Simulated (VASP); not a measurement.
# Al3N2 (Immm) in VASP: single point with PBE

Aim: the single point of Al3N2 with PBE.

All numbers are computed with VASP 6.6.1; they aren't measurements. Logs are shortened: lines on timing, memory, paths and dates and some standing lists are left out, and cuts for length are marked.

## (1) The cell of the first run

Symmetry: Immm, No. 71, orthorhombic system. The conventional cell has a = 2.635 Å, b = 5.309 Å, c = 8.374 Å, α = 90.00°, β = 90.00°, γ = 90.00°. Al (site symmetry mmm) has 4 N at 1.94 Å and 2 Al at 2.63 Å within 2.7 Å. Within 3.0 Å of Al (site symmetry mm2) lie 4 N at 2.19 Å and 5 Al at 2.49 to 2.93 Å. Within 2.7 Å of N (site symmetry m2m) lie 6 Al at 1.94 to 2.19 Å and 3 N at 2.45 to 2.63 Å.

The cell was generated, and may not be a known phase.

## (2) Single point, PBE, collinear spin, ferromagnetic start

The input, INCAR:

```
SYSTEM = Al3N2
ALGO     = Normal         ! electronic algorithm
EDIFF    = 1E-7           ! SCF threshold, eV
ENCUT    = 520            ! plane-wave cutoff, eV
GGA      = PE             ! functional
ISIF     = 2              ! what is computed and relaxed
ISMEAR   = 0              ! smearing method
ISPIN    = 2              ! spin polarisation
LASPH    = .True.         ! aspherical terms in the spheres
LCHARG   = .False.        ! write CHGCAR
LORBIT   = 11             ! projections on sites
LREAL    = .False.        ! projectors in reciprocal space
LWAVE    = .False.        ! write WAVECAR
MAGMOM   = 0 0 0 1 1      ! initial moments
NBANDS   = 22             ! bands
NELM     = 150            ! most SCF steps
PREC     = Accurate       ! precision mode
SIGMA    = 0.1            ! smearing width, eV
```

The input, KPOINTS:

```
k-points
0
Gamma
  8 8 8
  0 0 0
```

The input, POSCAR:

```
Al3N2
1.0
   -1.3173587611      2.6543412453      4.1870686350
    1.3173587611     -2.6543412453      4.1870686350
    1.3173587611      2.6543412453     -4.1870686350
Al N
3 2
Direct
    0.0000000000      0.0000000000      0.0000000000
    0.3514192217      0.8514192217      0.5000000000
    0.6485807783      0.1485807783      0.5000000000
    0.2691859324      0.5000000000      0.7691859324
    0.7308140676      0.5000000000      0.2308140676
```

Potentials or basis: VASP PAW PBE potentials, release 64 (Al, N).

The run is started by

```console
$ cat potpaw_PBE.64/Al/POTCAR potpaw_PBE.64/N/POTCAR > POTCAR
$ mpirun -np 1 vasp_std > vasp.out
```

OUTCAR:

```text
SYSTEM = Al3N2
   EDIFF = 1E-7
   ENCUT = 520
   GGA = PE
   ISIF = 2
   ISMEAR = 0
   ISPIN = 2
   LASPH = .True.
   LORBIT = 11
   LREAL = .False.
   NELM = 150
   PREC = Accurate

 ion  position               nearest neighbor table
   1  0.000  0.000  0.000-   4 1.94   5 1.94   4 1.94   5 1.94   3 2.93   2 2.93   3 2.93   2 2.93
                             2 3.22   3 3.22   2 3.22   3 3.22
   2  0.351  0.851  0.500-   5 2.19   4 2.19   5 2.19   4 2.19   3 2.49   1 2.93   1 2.93   1 3.22
                             1 3.22
   3  0.649  0.149  0.500-   5 2.19   4 2.19   5 2.19   4 2.19   2 2.49   1 2.93   1 2.93   1 3.22
                             1 3.22
   4  0.269  0.500  0.769-   1 1.94   1 1.94   2 2.19   3 2.19   2 2.19   3 2.19
   5  0.731  0.500  0.231-   1 1.94   1 1.94   3 2.19   2 2.19   2 2.19   3 2.19

  LATTYP: Found a body centered orthorhombic cell.
 ALAT       =     2.6347175222
 B/A-ratio  =     2.0148962634
 C/A-ratio  =     3.1783814392

  Lattice vectors:

 A1 = (  -1.3173587611,   2.6543412453,   4.1870686350)
 A2 = (   1.3173587611,  -2.6543412453,   4.1870686350)
 A3 = (   1.3173587611,   2.6543412453,  -4.1870686350)

Analysis of symmetry for initial positions (statically):
=====================================================================
 Subroutine PRICEL returns:
 Original cell was already a primitive cell.

 Routine SETGRP: Setting up the symmetry group for a
 body centered orthorhombic supercell.

 Subroutine GETGRP returns: Found  8 space group operations
 (whereof  8 operations were pure point group operations)
 out of a pool of  8 trial point group operations.

The static configuration has the point symmetry D_2h.

Analysis of symmetry for dynamics (positions and initial velocities):
=====================================================================
 Subroutine PRICEL returns:
 Original cell was already a primitive cell.

 Routine SETGRP: Setting up the symmetry group for a
 body centered orthorhombic supercell.

 Subroutine GETGRP returns: Found  8 space group operations
 (whereof  8 operations were pure point group operations)
 out of a pool of  8 trial point group operations.

The dynamic configuration has the point symmetry D_2h.

Analysis of structural, dynamic, and magnetic symmetry:
=====================================================================
 Subroutine PRICEL returns:
 Original cell was already a primitive cell.

 Routine SETGRP: Setting up the symmetry group for a
 body centered orthorhombic supercell.

 Subroutine GETGRP returns: Found  8 space group operations
[... 144 lines left out ...]
 maximum number of plane-waves:      1598
 NGX is ok and might be reduce to    40
   NGX = 19   NGY = 19   NGZ = 19

 number of electron      19.0000002 magnetization      -0.0000284

 number of electron      19.0000002 magnetization       0.0000183

 Free energy of the ion-electron system (eV)
  ---------------------------------------------------
  ext. energy  EPLUGINS =         0.00000000
  ---------------------------------------------------
  free energy    TOTEN  =       -28.32584556 eV

  energy without entropy =      -28.31858207  energy(sigma->0) =      -28.32221381

 E-fermi :   8.2662     XC(G=0): -10.8276

 val. band max:        8.2519730051   @ k =  -0.2500   0.2500   0.1250
 cond. band min:       8.2852732882   @ k =   0.5000   0.5000   0.5000
 fundamental gap:      0.0333002831
 Fermi energy:         8.2662044743

 spin component 1

 k-point     1 :       0.0000    0.0000    0.0000
  band No.  band energies     occupation
      1      -9.1594      1.00000
      2      -6.7202      1.00000
      3      -0.5548      1.00000
      4       1.8339      1.00000
      5       2.9209      1.00000
      6       2.9501      1.00000
[... 565 lines left out ...]
     20      19.1316      0.00000
     21      19.8601      0.00000

 [... further k-points ...]

 spin component 2

 k-point     1 :       0.0000    0.0000    0.0000
  band No.  band energies     occupation
      1      -9.1594      1.00000
      2      -6.7202      1.00000
      3      -0.5548      1.00000
      4       1.8339      1.00000
      5       2.9209      1.00000
      6       2.9501      1.00000
[... 565 lines left out ...]
     20      19.1316      0.00000
     21      19.8601      0.00000

 [... further k-points ...]

 [bands above 21 left out]

------------------------ aborting loop because EDIFF is reached ----------------------------------------

  FORCE on cell =-STRESS in cart. coord.  units (eV):
  Direction    XX          YY          ZZ          XY          YZ          ZX
  --------------------------------------------------------------------------------------
  -------------------------------------------------------------------------------------
  Total       -0.5053789      0.0515588      0.3967835     -0.0000000      0.0000000      0.0000000
  in kB      -13.8260073      1.4105298     10.8550857     -0.0000000      0.0000000      0.0000000
  external PRESSURE =      -0.5201306 kB  Pullay stress =       0.0000000 kB

 VOLUME and BASIS-vectors are now :
 -----------------------------------------------------------------------------
  energy-cutoff  :      520.00
  volume of cell :       58.56
      direct lattice vectors                 reciprocal lattice vectors
    -1.317358761  2.654341245  4.187068635     0.000000000  0.188370655  0.119415286
     1.317358761 -2.654341245  4.187068635     0.379547330  0.000000000  0.119415286
     1.317358761  2.654341245 -4.187068635     0.379547330  0.188370655  0.000000000

 POSITION                                       TOTAL-FORCE (eV/Angst)
 -----------------------------------------------------------------------------------
      0.00000      0.00000      0.00000         0.000000     -0.000000     -0.000000
      1.31736      0.00000      2.94283        -0.000000     -0.000000      0.028933
      0.00000      2.65434      1.24424        -0.000000     -0.000000     -0.028933
      1.31736      1.42902      0.00000        -0.000000     -0.026785     -0.000000
      0.00000      1.22532      4.18707         0.000000      0.026785      0.000000
 -----------------------------------------------------------------------------------
    total drift:                                0.000000     -0.000000      0.000000

  FREE ENERGIE OF THE ION-ELECTRON SYSTEM (eV)
  ---------------------------------------------------
  free  energy   TOTEN  =       -28.3258455605 eV

  energy  without entropy=      -28.3185820684  energy(sigma->0) =      -28.32221381

 total charge

# of ion       s       p       d       tot
------------------------------------------
    1        0.333   0.402   0.000   0.735
    2        0.381   0.324   0.000   0.705
    3        0.381   0.324   0.000   0.705
    4        1.262   2.511   0.000   3.773
    5        1.262   2.511   0.000   3.773
--------------------------------------------------
tot          3.618   6.071   0.000   9.689

 magnetization (x)

# of ion       s       p       d       tot
------------------------------------------
    1       -0.000  -0.000   0.000  -0.000
    2        0.000  -0.000   0.000   0.000
    3        0.000  -0.000   0.000   0.000
    4        0.000   0.000   0.000   0.000
    5        0.000   0.000   0.000   0.000
--------------------------------------------------
tot          0.000   0.000   0.000   0.000
```

OSZICAR:

```text
N       E                     dE             d eps       ncg     rms          rms(c)
DAV:   1     0.500311141958E+02    0.50031E+02   -0.75840E+03  8392   0.713E+02
DAV:   2    -0.278682972731E+02   -0.77899E+02   -0.71420E+02 10420   0.159E+02
DAV:   3    -0.326189547407E+02   -0.47507E+01   -0.47099E+01 10824   0.382E+01
DAV:   4    -0.326544925435E+02   -0.35538E-01   -0.35530E-01  9722   0.366E+00
DAV:   5    -0.326550500100E+02   -0.55747E-03   -0.55746E-03 10650   0.457E-01    0.132E+01
DAV:   6    -0.283563376727E+02    0.42987E+01   -0.11196E+01 10206   0.208E+01    0.425E+00
DAV:   7    -0.283882386276E+02   -0.31901E-01   -0.11728E+00  9614   0.620E+00    0.291E+00
DAV:   8    -0.283293230795E+02    0.58916E-01   -0.22053E-01 10212   0.258E+00    0.974E-01
DAV:   9    -0.283260798082E+02    0.32433E-02   -0.22895E-02 10496   0.958E-01    0.455E-01
DAV:  10    -0.283258487386E+02    0.23107E-03   -0.58205E-03  9732   0.409E-01    0.209E-01
DAV:  11    -0.283257778412E+02    0.70897E-04   -0.26583E-04 10088   0.113E-01    0.100E-01
DAV:  12    -0.283258464016E+02   -0.68560E-04   -0.45410E-05  9958   0.496E-02    0.208E-02
DAV:  13    -0.283258462741E+02    0.12757E-06   -0.62409E-06 10352   0.143E-02    0.912E-03
DAV:  14    -0.283258457600E+02    0.51406E-06   -0.16793E-06 10216   0.737E-03    0.504E-03
DAV:  15    -0.283258455785E+02    0.18148E-06   -0.41157E-07 10004   0.378E-03    0.180E-03
DAV:  16    -0.283258455605E+02    0.18022E-07   -0.60999E-08  5650   0.139E-03
   1 F= -.28325846E+02 E0= -.28322214E+02  d E =-.726349E-02  mag=     0.0000
```

It took 5.5 min on 1 thread of AMD EPYC 7R13 (Zen 3), shared host; peak memory 0.35 GiB.

Results:

* Free energy: -28.3258 eV
* Pressure: -0.1 GPa
* Largest force: 0.029 eV/Å
* Net moment: 0.00 μB per cell
* Valence electrons inside the program's atomic spheres: Al 0.73, 0.70 (each value once); N 3.77

Forces in eV/Å, atoms in the order of the input:
```
Al   0.000  0.000  0.000
Al   0.000  0.000  0.029
Al   0.000  0.000 -0.029
N    0.000 -0.027  0.000
N    0.000  0.027  0.000
```
